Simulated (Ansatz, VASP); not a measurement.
**Al4BSbP2: VASP beside Ansatz**

```xyz
8
Lattice="3.7576 3.7593 0.0000 3.7576 -3.7593 0.0000 -3.7576 0.0000 -5.9067" Properties=species:S:1:pos:R:3 pbc="T T T"
Al    3.7576   -1.5201   -1.5343
Al   -1.5194    0.0000   -4.3713
Al    3.7576    1.5201   -1.5343
Al    1.5194    0.0000   -4.3713
B     0.0000    0.0000   -5.9065
Sb    0.0000    0.0000   -0.0001
P     1.8788    1.8797   -2.9530
P     1.8788   -1.8797   -2.9530
```

Alike in both runs: task single point; functional PBE; k mesh 4 × 4 × 4; occupations gaussian, width 0.2 eV; no spin polarisation.

|  | VASP | Ansatz |
| --- | --- | --- |
| version | VASP 6.6.1 | Ansatz 0.2.0 |
| potentials or method | VASP PAW PBE potentials, release 64 (Al, B, Sb, P), cutoff 520 eV | scalar-relativistic, plane waves, PAW |
| valence electrons in the cell | 30 | 40 |

```tsv
	VASP	Ansatz	Ansatz less VASP
gap on the k mesh at the Fermi level (eV)	none	none	-
pressure (GPa)	0.1	0.1	+0.01
traceless stress, the component that is largest in VASP (GPa)	-0.41	-0.39	+0.015
rms of the force components (eV/Å)	0.014	0.018	+0.0038
```

Atom by atom the forces differ by 0.008 eV/Å (rms over components). A gap of «none» marks a metal or a gap that the smearing closes. VASP's potentials hold 30 valence electrons a cell and Ansatz's 40, so a difference there can come from the potentials and not from the codes.

Spin-orbit coupling is off throughout.
